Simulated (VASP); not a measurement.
# Ru (Im-3m) in VASP: further runs

Ru is run at these levels: PBE; tasks: single point, relaxation of cell and atoms.

Everything below comes from runs of VASP 6.6.1. Logs are shortened: lines on timing, memory, paths and dates and some standing lists are left out, and cuts for length are marked.

## 1. The cell of the first run

The structure is cubic, space group Im-3m (No. 229). The conventional cell has a = 3.172 Å, b = 3.172 Å, c = 3.172 Å, α = 90.00°, β = 90.00°, γ = 90.00°. Within 3.6 Å of Ru (site symmetry m-3m) lie 14 Ru at 2.75 to 3.17 Å.

## 2. Single point, PBE (volume scaled by 1.12)

Input file INCAR:

```
PREC     = Accurate       # precision mode
ENCUT    = 520            # plane-wave cutoff, eV
EDIFF    = 1E-7           # SCF threshold, eV
ISMEAR   = -1             # smearing method
SIGMA    = 0.1            # smearing width, eV
LREAL    = F              # projectors in reciprocal space
LASPH    = T              # aspherical terms in the spheres
NELM     = 60             # most SCF steps
ALGO     = Normal         # electronic algorithm
ISIF     = 2              # what is computed and relaxed
LWAVE    = F              # write WAVECAR
LCHARG   = F              # write CHGCAR
GGA      = PE             # functional
NBANDS   = 13             # bands
```

Input file KPOINTS:

```
regular mesh
0
Gamma
  16 16 16
```

Input file POSCAR:

```
Ru
1.0
   -1.5862147955      1.5862147955      1.5862147955
    1.5862147955     -1.5862147955      1.5862147955
    1.5862147955      1.5862147955     -1.5862147955
Ru
1
Direct
    0.0000000000      0.0000000000      0.0000000000
```

Potentials or basis: VASP PAW PBE potentials, release 64 (Ru_pv).

Run with:

```bash
$ cat potpaw_PBE.64/Ru_pv/POTCAR > POTCAR
$ mpirun -np 1 vasp_std > vasp.out
```

OUTCAR:

```text
PREC = Accurate
   ENCUT = 520
   EDIFF = 1E-7
   ISMEAR = -1
   LREAL = F
   LASPH = T
   NELM = 60
   ISIF = 2
   GGA = PE

 ion  position               nearest neighbor table
   1  0.000  0.000  0.000-

  LATTYP: Found a body centered cubic cell.
 ALAT       =     3.1724295910

  Lattice vectors:

 A1 = (  -1.5862147955,   1.5862147955,   1.5862147955)
 A2 = (   1.5862147955,  -1.5862147955,   1.5862147955)
 A3 = (   1.5862147955,   1.5862147955,  -1.5862147955)

Analysis of symmetry for initial positions (statically):
=====================================================================
 Subroutine PRICEL returns:
 Original cell was already a primitive cell.

 Routine SETGRP: Setting up the symmetry group for a
 body centered cubic supercell.

 Subroutine GETGRP returns: Found 48 space group operations
[... 9 lines left out ...]

 Routine SETGRP: Setting up the symmetry group for a
 body centered cubic supercell.

 Subroutine GETGRP returns: Found 48 space group operations
[... 11 lines left out ...]
                                     Primitive cell

  volume of cell :      15.9642

  direct lattice vectors                    reciprocal lattice vectors
    -1.586214796  1.586214796  1.586214796     0.000000000  0.315215822  0.315215822
     1.586214796 -1.586214796  1.586214796     0.315215822  0.000000000  0.315215822
     1.586214796  1.586214796 -1.586214796     0.315215822  0.315215822  0.000000000

  length of vectors
     2.747404618  2.747404618  2.747404618     0.445782490  0.445782490  0.445782490

  position of ions in fractional coordinates (direct lattice)
     0.000000000  0.000000000  0.000000000

  ion indices of the primitive-cell ions
   primitive index   ion index
                 1           1

----------------------------------------------------------------------------------------

 KPOINTS: regular mesh

Automatic generation of k-mesh.
 Grid dimensions read from file:
 generate k-points for:   16   16   16

 Generating k-lattice:

  Cartesian coordinates                     Fractional coordinates (reciprocal lattice)
     0.000000000  0.019700989  0.019700989     0.062500000  0.000000000  0.000000000
     0.019700989  0.000000000  0.019700989     0.000000000  0.062500000  0.000000000
     0.019700989  0.019700989  0.000000000     0.000000000  0.000000000  0.062500000

  Length of vectors
     0.027861406  0.027861406  0.027861406

  Shift w.r.t. Gamma in fractional coordinates (k-lattice)
     0.000000000  0.000000000  0.000000000

 Subroutine IBZKPT returns following result:
 ===========================================

 Found    145 irreducible k-points:

 Following reciprocal coordinates:
            Coordinates               Weight
  0.000000  0.000000  0.000000      1.000000
  0.062500  0.000000  0.000000     12.000000
  0.125000  0.000000  0.000000     12.000000
  0.187500  0.000000  0.000000     12.000000
  0.250000  0.000000  0.000000     12.000000
  0.312500  0.000000  0.000000     12.000000
[... 16 lines left out ...]
  0.187500  0.187500  0.000000     24.000000
  0.250000  0.187500 -0.000000     48.000000
 [... further k-points ...]
   k-points           NKPTS =    145   k-points in BZ     NKDIM =    145   number of bands    NBANDS=     13
   number of dos      NEDOS =    301   number of ions     NIONS =      1
   total plane-waves  NPLWV =   8000
   dimension x,y,z NGX =    20 NGY =   20 NGZ =   20
   dimension x,y,z NGXF=    40 NGYF=   40 NGZF=   40
   ions per type =               1
   NGX,Y,Z   is equivalent  to a cutoff of  12.10, 12.10, 12.10 a.u.
   NGXF,Y,Z  is equivalent  to a cutoff of  24.20, 24.20, 24.20 a.u.
 SYSTEM =  unknown system
   PREC   = accura    normal or accurate (medium, high low for compatibility)
   ISTART =      0    job   : 0-new  1-cont  2-samecut
   ICHARG =      2    charge: 1-file 2-atom 10-const
   ISPIN  =      1    spin polarized calculation?
   LNONCOLLINEAR =      F non collinear calculations
   LSORBIT =      F    spin-orbit coupling
   LASPH  =      T    aspherical Exc in radial PAW
   ENCUT  =  520.0 eV  38.22 Ry    6.18 a.u.   5.11  5.11  5.11*2*pi/ulx,y,z
   NELM   =     60;   NELMIN=  2; NELMDL= -5     # of ELM steps
   EDIFF  = 0.1E-06   stopping-criterion for ELM
   LREAL  =      F    real-space projection
   EDIFFG = 0.1E-05   stopping-criterion for IOM
   NSW    =      0    number of steps for IOM
   IBRION =     -1    ionic relax: 0-MD 1-quasi-New 2-CG
   NFREE  =      0    steps in history (QN), initial steepest desc. (CG)
   ISIF   =      2    stress and relaxation
   ISYM   =      2    0-nonsym 1-usesym 2-fastsym
   POTIM  = 0.5000    time-step for ionic-motion
   TEBEG  =    0.0;   TEEND  =   0.0 temperature during run
   PSTRESS=    0.0 pullay stress
   NELECT =      14.0000    total number of electrons
   NUPDOWN=      -1.0000    fix difference up-down
   EMIN   =  10.00;   EMAX   =-10.00  energy-range for DOS
   EFERMI =   0.00;   METHOD = LEGACY
   ISMEAR =    -1;   SIGMA  =   0.10  broadening in eV -4-tet -1-fermi 0-gaus
   EFERMI_NEDOS =   21; number of points for ismear=-14 and -15
   IALGO  =     38    algorithm
   IMIX   =      4    mixing-type and parameters
     AMIX     =   0.40;   BMIX     =  1.00
     AMIX_MAG =   1.60;   BMIX_MAG =  1.00
  volume/ion in A,a.u.               =      15.96       107.73
  Fermi-wavevector in a.u.,A,eV,Ry     =   1.566999  2.961200 33.408933  2.455487
  Thomas-Fermi vector in A             =   2.669244
   LORBIT       =      0    0 simple, 1 ext, 2 COOP (PROOUT), +10 PAW based schemes
   GGA     = PE    functional components
   LHFCALC =     F    Hartree Fock is set to
   AEXX    =    0.0000 exact exchange contribution
   IVDW    =     0    specifies the selected vdW correction
   LEPSILON=     F    determine dielectric tensor
   LRPA    =     F    only Hartree local field effects (RPA)
 non-spin polarized calculation
  energy-cutoff  :      520.00
  volume of cell :       15.96
 maximum number of plane-waves:       456
   NGX = 11   NGY = 11   NGZ = 11

 number of electron      13.9999993 magnetization

 Free energy of the ion-electron system (eV)
  ---------------------------------------------------
  ext. energy  EPLUGINS =         0.00000000
  ---------------------------------------------------
  free energy    TOTEN  =        -8.49899815 eV

  energy without entropy =       -8.41721993  energy(sigma->0) =       -8.45810904

 E-fermi :  10.2358     XC(G=0): -13.1251

 val. band max:       10.2356287029   @ k =  -0.3750   0.3750   0.3750
 cond. band min:      10.2490487094   @ k =   0.1250   0.0625   0.0000
 fundamental gap:      0.0134200065
 Fermi energy:        10.2358425067

 k-point     1 :       0.0000    0.0000    0.0000
  band No.  band energies     occupation
      1     -32.2556      2.00000
      2     -32.2556      2.00000
      3     -32.2556      2.00000
      4       3.0800      2.00000
      5       7.9281      2.00000
      6       7.9281      2.00000
      7       7.9281      2.00000
      8      10.1770      1.28580
      9      10.1770      1.28580
     10      20.9900      0.00000
     11      27.2006      0.00000
     12      27.2006      0.00000
     13      27.2006      0.00000

 k-point     2 :       0.0625    0.0000    0.0000
  band No.  band energies     occupation
      1     -32.2803      2.00000
      2     -32.2638      2.00000
      3     -32.2556      2.00000
      4       3.2306      2.00000
      5       7.8649      2.00000
      6       7.9252      2.00000
      7       8.0499      2.00000
      8      10.0972      1.59989
      9      10.1813      1.26627
     10      20.9900      0.00000
     11      27.2643      0.00000
     12      27.2839      0.00000
     13      27.4208      0.00000

 k-point     3 :       0.1250    0.0000    0.0000
  band No.  band energies     occupation
      1     -32.3503      2.00000
      2     -32.2870      2.00000
      3     -32.2556      2.00000
      4       3.6603      2.00000
      5       7.6896      2.00000
      6       7.9051      2.00000
      7       8.4075      2.00000
      8       9.9222      1.91676
      9      10.1968      1.19293
     10      20.9900      0.00000
     11      27.3242      0.00000
     12      27.3281      0.00000
     13      28.0583      0.00000

 k-point     4 :       0.1875    0.0000    0.0000
  band No.  band energies     occupation
      1     -32.4538      2.00000
      2     -32.3216      2.00000
      3     -32.2556      2.00000
      4       4.2865      2.00000
      5       7.4391      2.00000
      6       7.8750      2.00000
      7       8.9767      1.99999
      8       9.7930      1.97643
      9      10.2296      1.03096
     10      20.9900      0.00000
     11      26.7636      0.00000
     12      27.0389      0.00000
     13      29.0468      0.00000

 k-point     5 :       0.2500    0.0000    0.0000
  band No.  band energies     occupation
      1     -32.5744      2.00000
      2     -32.3622      2.00000
      3     -32.2556      2.00000
      4       4.9064      2.00000
      5       7.1598      2.00000
      6       7.9963      2.00000
      7       9.7119      1.98944
      8       9.8001      1.97471
      9      10.2840      0.76398
     10      20.9899      0.00000
     11      25.2958      0.00000
     12      26.2396      0.00000
     13      30.2824      0.00000

 k-point     6 :       0.3125    0.0000    0.0000
  band No.  band energies     occupation
      1     -32.6932      2.00000
      2     -32.4025      2.00000
      3     -32.2555      2.00000
      4       5.2212      2.00000
      5       6.8959      2.00000
      6       8.5796      2.00000
      7       9.9261      1.91354
      8      10.3564      0.46109
      9      10.5383      0.09263
     10      20.9897      0.00000
     11      23.3058      0.00000
     12      25.2512      0.00000
     13      30.4182      0.00000

 k-point     7 :       0.3750    0.0000    0.0000
  band No.  band energies     occupation
      1     -32.7927      2.00000
      2     -32.4365      2.00000
      3     -32.2555      2.00000
      4       5.2163      2.00000
      5       6.6827      2.00000
      6       9.5562      1.99777
      7      10.1610      1.35777
      8      10.4332      0.24411
      9      11.3379      0.00003
     10      20.9852      0.00000
     11      21.2722      0.00000
     12      24.3902      0.00000
     13      28.6886      0.00000
[... 193 lines left out ...]
 k-point    20 :       0.3125    0.1250    0.0000
  band No.  band energies     occupation
      1     -32.7804      2.00000
      2     -32.4560      2.00000
      3     -32.2885      2.00000
      4       5.5789      2.00000
      5       6.7686      2.00000
      6       8.5804      2.00000
      7       9.9363      1.90477
      8      10.6499      0.03132
      9      12.4538      0.00000
     10      20.9855      0.00000
     11      21.2901      0.00000
     12      24.2417      0.00000
     13      27.2114      0.00000

 k-point    21 :       0.3750    0.1250    0.0000
  band No.  band energies     occupation
      1     -32.8327      2.00000
      2     -32.4852      2.00000
      3     -32.2891      2.00000
      4       5.4711      2.00000
      5       6.6492      2.00000
      6       9.1478      1.99996
      7      10.0558      1.71638
      8      10.8927      0.00280
      9      13.4658      0.00000
     10      19.5469      0.00000
     11      20.9912      0.00000
     12      23.6865      0.00000
     13      26.3878      0.00000

 k-point    22 :       0.4375    0.1250   -0.0000
  band No.  band energies     occupation
      1     -32.8509      2.00000
      2     -32.4955      2.00000
      3     -32.2893      2.00000
      4       5.4227      2.00000
      5       6.6088      2.00000
      6       9.3573      1.99969
      7      10.0658      1.69114
      8      11.0520      0.00057
      9      13.9653      0.00000
     10      18.7746      0.00000
     11      20.9909      0.00000
     12      23.4855      0.00000
     13      26.0899      0.00000

 k-point    23 :       0.1875    0.1875    0.0000
  band No.  band energies     occupation
      1     -32.6821      2.00000
      2     -32.4075      2.00000
      3     -32.3001      2.00000
      4       5.7598      2.00000
      5       7.1166      2.00000
      6       7.4334      2.00000
      7       9.6466      1.99449
      8      10.5234      0.10678
      9      11.4366      0.00001
     10      20.9897      0.00000
     11      24.1339      0.00000
     12      24.7380      0.00000
     13      28.4036      0.00000

 k-point    24 :       0.2500    0.1875   -0.0000
  band No.  band energies     occupation
      1     -32.7458      2.00000
      2     -32.4603      2.00000
      3     -32.3081      2.00000
      4       5.9301      2.00000
      5       6.9203      2.00000
      6       7.8026      2.00000
      7       9.7832      1.97858
      8      10.6213      0.04149
      9      12.6567      0.00000
     10      20.9890      0.00000
     11      22.2868      0.00000
     12      23.7367      0.00000
     13      27.3305      0.00000

 [... further k-points ...]

------------------------ aborting loop because EDIFF is reached ----------------------------------------

  FORCE on cell =-STRESS in cart. coord.  units (eV):
  Direction    XX          YY          ZZ          XY          YZ          ZX
  --------------------------------------------------------------------------------------
  -------------------------------------------------------------------------------------
  Total       -2.3684326     -2.3684326     -2.3684326     -0.0000000      0.0000000     -0.0000000
  in kB     -237.6980539   -237.6980539   -237.6980539     -0.0000000      0.0000000     -0.0000000
  external PRESSURE =    -237.6980539 kB  Pullay stress =       0.0000000 kB

 VOLUME and BASIS-vectors are now :
 -----------------------------------------------------------------------------
  energy-cutoff  :      520.00
  volume of cell :       15.96
      direct lattice vectors                 reciprocal lattice vectors
    -1.586214796  1.586214796  1.586214796     0.000000000  0.315215822  0.315215822
     1.586214796 -1.586214796  1.586214796     0.315215822  0.000000000  0.315215822
     1.586214796  1.586214796 -1.586214796     0.315215822  0.315215822  0.000000000

 POSITION                                       TOTAL-FORCE (eV/Angst)
 -----------------------------------------------------------------------------------
      0.00000      0.00000      0.00000        -0.000000      0.000000     -0.000000
 -----------------------------------------------------------------------------------
    total drift:                                0.000000     -0.000000      0.000000

  FREE ENERGIE OF THE ION-ELECTRON SYSTEM (eV)
  ---------------------------------------------------
  free  energy   TOTEN  =        -8.4989981486 eV

  energy  without entropy=       -8.4172199265  energy(sigma->0) =       -8.45810904
```

Wall time 31 s (1 thread of Intel Xeon 8259CL, shared host); peak memory 0.14 GiB.

Results:

| Item | Value |
| --- | --- |
| Free energy | -8.4990 eV |
| Pressure | -23.8 GPa |
| Band gap on the k mesh | zero (band 7 reaches 11.69 eV, above the bottom of band 8 at 8.92 eV) |

Levels at points of the mesh, in eV from the Fermi level:
```csv
k point,band 5,band 6,band 7,band 8,band 9,band 10
"(0.00, 0.00, 0.00)",-2.31,-2.31,-2.31,-0.06,-0.06,10.75
"(0.50, 0.00, 0.00)",-3.74,-0.11,0.28,1.14,1.94,8.67
"(0.50, 0.50, 0.50)",-5.11,1.45,1.45,1.45,8.60,8.60
```

Caveat: the cell differs from its parent crystal (volume scaled by 1.12).

## 3. Relaxation of cell and atoms, PBE

This run uses another cell than the first one, of 13.55 Å³/atom, 0.849 times its volume.

Input file INCAR:

```
SYSTEM = Ru
  PREC = Accurate
  ENCUT = 600
  EDIFF = 1E-7
  ISMEAR = -1
  SIGMA = 0.1
  LREAL = .False.
  LASPH = .True.
  NELM = 100
  ALGO = Normal
  ISIF = 3
  LWAVE = .False.
  LCHARG = .False.
  GGA = PE
  IBRION = 2
  NSW = 80
  EDIFFG = -0.01
```

Input file KPOINTS:

```
regular mesh
0
Gamma
  15 15 15
  0 0 0
```

Input file POSCAR:

```
Ru
1.0
   -1.5020265709      1.5020265709      1.5020265709
    1.5020265709     -1.5020265709      1.5020265709
    1.5020265709      1.5020265709     -1.5020265709
Ru
1
Direct
    0.0000000000      0.0000000000      0.0000000000
```

Potentials or basis: VASP PAW PBE potentials, release 64 (Ru_pv).

Run with:

```bash
$ cat potpaw_PBE.64/Ru_pv/POTCAR > POTCAR
$ mpirun -np 1 vasp_std > vasp.out
```

Wall time 75 s (1 thread of Intel Xeon 8259CL, shared host); peak memory 0.17 GiB.

The run converged. Its results:

```yaml
Free_energy: -8.6423 eV
Relaxed_volume: 14.25 Å³/atom
Relaxed_cell: a = 2.645 Å, b = 2.645 Å, c = 2.645 Å, α = 109.47°, β = 109.47°, γ = 109.47°
Space_group_after_relaxing_to_0.05_Å: Im-3m (No. 229)
Energy_gained_by_relaxing: 32.0 meV/atom
Ionic_steps: 4
Pressure_after_relaxing: -0.1 GPa
Band_gap_on_the_k_mesh: zero (band 7 reaches 13.73 eV, above the bottom of band 8 at 10.64 eV)
```

Step by step:
```csv
step,energy change (eV),largest force (eV/Å),pressure (GPa),volume (Å³)
1,0.0000,0.0000,15.63,13.55
2,0.1680,0.0000,-26.93,16.32
3,-0.0319,0.0000,-0.75,14.28
4,-0.0320,0.0000,-0.06,14.25
```

Final structure:
```
Ru
1.0
    -1.52719    1.52719    1.52719
     1.52719   -1.52719    1.52719
     1.52719    1.52719   -1.52719
Ru
1
Direct
  0.00000 0.00000 0.00000
```

Levels at points of the mesh, in eV from the Fermi level:
```
           k point  band 3  band 4  band 5  band 6  band 7  band 8  band 9  band 10  band 11
(0.00, 0.00, 0.00)  -42.55   -7.85   -2.72   -2.72   -2.72   -0.09   -0.09    10.57    17.13
```

## 4. Single point, PBE

This run uses another cell than the first one, of 14.25 Å³/atom, 0.893 times its volume.

Input file INCAR:

```
SYSTEM = Ru
PREC = Accurate
ENCUT = 520
EDIFF = 1E-6
ISMEAR = -1
SIGMA = 0.1
LREAL = .False.
LASPH = .True.
NELM = 80
ALGO = Normal
ISIF = 2
LWAVE = .False.
LCHARG = .False.
GGA = PE
NBANDS = 13
```

Input file KPOINTS:

```
Automatic mesh
0
Gamma
  24 24 24
  0 0 0
```

Input file POSCAR:

```
Ru
1.0
   -1.5274112636      1.5274112636      1.5274112636
    1.5274112636     -1.5274112636      1.5274112636
    1.5274112636      1.5274112636     -1.5274112636
Ru
1
Direct
    0.0000000000      0.0000000000      0.0000000000
```

Run with:

```bash
$ cat potpaw_PBE.64/Ru_pv/POTCAR > POTCAR
$ mpirun -np 1 vasp_std > vasp.out
```

Run time: 72 s. Hardware: 1 thread of Intel Xeon 8259CL, shared host; peak memory 0.18 GiB.

The run converged. Its results:

```
Free energy            : -8.6419 eV
Pressure               : -0.1 GPa
Band gap on the k mesh : zero (band 7 reaches 13.88 eV, above the bottom of band 8 at 10.34 eV)
```

Levels at points of the mesh, in eV from the Fermi level:
| k point | band 3 | band 4 | band 5 | band 6 | band 7 | band 8 | band 9 | band 10 | band 11 | band 12 |
| --- | --- | --- | --- | --- | --- | --- | --- | --- | --- | --- |
| (0.00, 0.00, 0.00) | -42.55 | -7.85 | -2.72 | -2.72 | -2.72 | -0.09 | -0.09 | 10.57 | 17.13 | 17.13 |
| (0.50, 0.00, 0.00) | -42.55 | -6.00 | -4.42 | -0.11 | 0.35 | 1.17 | 2.34 | 9.97 | 10.58 | 13.59 |
| (0.50, 0.50, 0.50) | -43.20 | -6.07 | -6.07 | 1.75 | 1.75 | 1.75 | 9.21 | 9.21 | 9.21 | 10.57 |

## 5. Single point, PBE, non-collinear spin, zero start, spin-orbit coupling

This run uses another cell than the first one, of 14.25 Å³/atom, 0.893 times its volume.

Input file INCAR:

```
SYSTEM = Ru
  PREC = Accurate
  ENCUT = 520
  EDIFF = 1E-7
  ISMEAR = -1
  SIGMA = 0.1
  LREAL = .FALSE.
  LASPH = .TRUE.
  NELM = 150
  ALGO = Normal
  ISIF = 2
  LWAVE = .FALSE.
  LCHARG = .FALSE.
  MAGMOM = 0 0 0
  LORBIT = 11
  LSORBIT = .TRUE.
  GGA_COMPAT = .FALSE.
  LORBMOM = .TRUE.
  LMAXMIX = 4
  GGA = PE
  NBANDS = 25
```

Input file KPOINTS:

```
Automatic mesh
0
G
  14 14 14
  0 0 0
```

POSCAR is that of step 4.

Run with:

```bash
$ cat potpaw_PBE.64/Ru_pv/POTCAR > POTCAR
$ mpirun -np 1 vasp_ncl > vasp.out
```

It took 1.7 min on 1 thread of Intel Xeon 8259CL, shared host; peak memory 0.19 GiB.

Results (log left out):

```yaml
Free_energy: -8.7814 eV
Pressure: 0.3 GPa
Net_moment: 0.00 μB per cell
Valence_electrons_inside_the_program's_atomic_spheres: Ru 12.59
```

Moments on the atoms (μB; x, y, z):
```
Ru  0.00 0.00 0.00
```

(Part 1 of 2 ends here.)
